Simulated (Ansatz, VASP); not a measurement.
# SnTe: VASP beside Ansatz

INCAR

```
  PREC = Accurate
  ENCUT = 500
  EDIFF = 1E-6
  ISMEAR = 0
  SIGMA = 0.1
  LREAL = F
  LASPH = T
  NELM = 120
  ALGO = Normal
  ISIF = 2
  LWAVE = F
  LCHARG = F
  GGA = PE
  NBANDS = 17
  GGA_COMPAT = F
```

KPOINTS

```
regular mesh
0
Gamma
  12 12 12
```

POSCAR

```
SnTe
1.0
    3.8662387050      0.0000000000      0.0000000000
    0.0000000000      3.8662387050      0.0000000000
    0.0000000000      0.0000000000      3.8662387050
Sn Te
1 1
Direct
    0.0000000000      0.0000000000      0.0000000000
    0.5000000000      0.5000000000      0.5000000000
```

Input for Ansatz:

```yaml
crystal:
  lattice:
    - [3.866238705, 0.0, 0.0]
    - [0.0, 3.866238705, 0.0]
    - [0.0, 0.0, 3.866238705]
  atoms:
    - { symbol: Sn, position: [0.0, 0.0, 0.0] }
    - { symbol: Te, position: [0.5, 0.5, 0.5] }
basis:
  ecutwfc: 420
kpoints:
  mp_grid: { grid: [12, 12, 12] }
hamiltonian:
  xc: pbe
scf:
  occupations: { method: gaussian, width: 0.1 }
output:
  forces: true
  stress: true
  eigenvalues: true
```

Alike in both runs: task single point; functional PBE; k mesh 12 × 12 × 12; occupations gaussian, width 0.1 eV; no spin polarisation.

```csv
,VASP,Ansatz
version,VASP 6.6.1,Ansatz 0.2.0
potentials or method,"VASP PAW PBE potentials, release 64 (Sn_d, Te), cutoff 500 eV","scalar-relativistic, plane waves, PAW"
valence electrons in the cell,20,30
```

|  | VASP | Ansatz | Ansatz less VASP |
| --- | --- | --- | --- |
| gap on the k mesh at the Fermi level (eV) | none | none | - |
| pressure (GPa) | 0.9 | 0.9 | +0.07 |

A gap of «none» marks a metal or a gap that the smearing closes. With one functional, cell and mesh, what is left measures potentials, basis and numerics. VASP's potentials hold 20 valence electrons a cell and Ansatz's 30, so a difference there can come from the potentials and not from the codes.

Neither program's run includes spin-orbit coupling.
